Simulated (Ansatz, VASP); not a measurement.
PbSe in VASP and in Ansatz

```
Pb Se
1.0
     0.00000    6.53869    3.07367
     3.07367    0.00000    3.07367
     3.07367    6.53869    0.00000
Pb Se
2 2
Direct
  0.13243 0.85063 0.14937
  0.85063 0.13243 0.86757
  0.63731 0.34564 0.65436
  0.34564 0.63731 0.36269
```

Alike in both runs: task single point; functional PBE; k mesh 6 × 6 × 6; occupations fermi-dirac, width 0.02 eV; non-collinear spin, spin-orbit coupling.

```csv
,VASP,Ansatz
version,VASP 6.6.1,Ansatz 0.2.0
potentials or method,"VASP PAW PBE potentials, release 64 (Pb_d, Se)","plane waves, PAW"
plane-wave cutoff (eV),520,420
valence electrons in the cell,40,60
```

|  | VASP | Ansatz | Ansatz less VASP |
| --- | --- | --- | --- |
| pressure (GPa) | 1.8 | 1.7 | -0.08 |
| traceless stress, the component that is largest in VASP (GPa) | 0.08 | -0.01 | -0.094 |
| rms of the force components (eV/Å) | 0.056 | 0.045 | -0.0109 |
| net moment per atom (μB) | 0.00 | 0.00 | 0.000 |

Atom by atom the forces differ by 0.013 eV/Å (rms over components). VASP's potentials hold 40 valence electrons a cell and Ansatz's 60, so a difference there can come from the potentials and not from the codes.
